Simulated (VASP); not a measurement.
A run of VASP 6.6.1 is set up as follows.

The input INCAR:

```
SYSTEM = Fe
  ALGO = Normal
  EDIFF = 1E-6
  ENCUT = 520
  GGA = PE
  ISIF = 2
  ISMEAR = 0
  ISPIN = 2
  LASPH = .True.
  LCHARG = .False.
  LMAXMIX = 4
  LORBIT = 11
  LREAL = .False.
  LWAVE = .False.
  MAGMOM = 2.41
  NBANDS = 14
  NELM = 150
  PREC = Accurate
  SIGMA = 0.05
```

File KPOINTS:

```
k-points
0
Gamma
  22 22 22
  0 0 0
```

File POSCAR:

```
Fe
1.0
   -1.4155932732      1.4155932732      1.4155932732
    1.4155932732     -1.4155932732      1.4155932732
    1.4155932732      1.4155932732     -1.4155932732
Fe
1
Direct
    0.0000000000      0.0000000000      0.0000000000
```

Potentials or basis: VASP PAW PBE potentials, release 64 (Fe).

Run with:

```bash
$ cat potpaw_PBE.64/Fe/POTCAR > POTCAR
$ mpirun -np 1 vasp_std > vasp.out
```

Estimate the net moment.

2.18 μB per cell.

What does it give for the pressure?

-0.6 GPa.

Predict the site moments.

Fe +2.17 μB.
